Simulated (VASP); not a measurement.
Here is a VASP 6.6.1 calculation.

Contents of INCAR:

```
PREC = Accurate ; ENCUT = 520
EDIFF = 1E-6 ; ISMEAR = 0
SIGMA = 0.15 ; LREAL = F
LASPH = T ; NELM = 100
ALGO = Fast ; ISIF = 2
LWAVE = F ; LCHARG = F
GGA = PE ; NBANDS = 8
```

Contents of KPOINTS:

```
Automatic mesh
0
Gamma
  22 22 22
```

Contents of POSCAR:

```
Li
1.0
   -0.9259839470      1.8519678940      1.8519678940
    1.8519678940     -0.9259839470      1.8519678940
    1.8519678940      1.8519678940     -0.9259839470
Li
1
Direct
    0.0000000000      0.0000000000      0.0000000000
```

Potentials or basis: VASP PAW PBE potentials, release 64 (Li_sv).

Command:

```bash
$ cat potpaw_PBE.64/Li_sv/POTCAR > POTCAR
$ mpirun -np 1 vasp_std > vasp.out
```

(1) Estimate the band gap on the k mesh.

Results:

(1) zero (an odd number of electrons rules out a gap without spin polarisation).
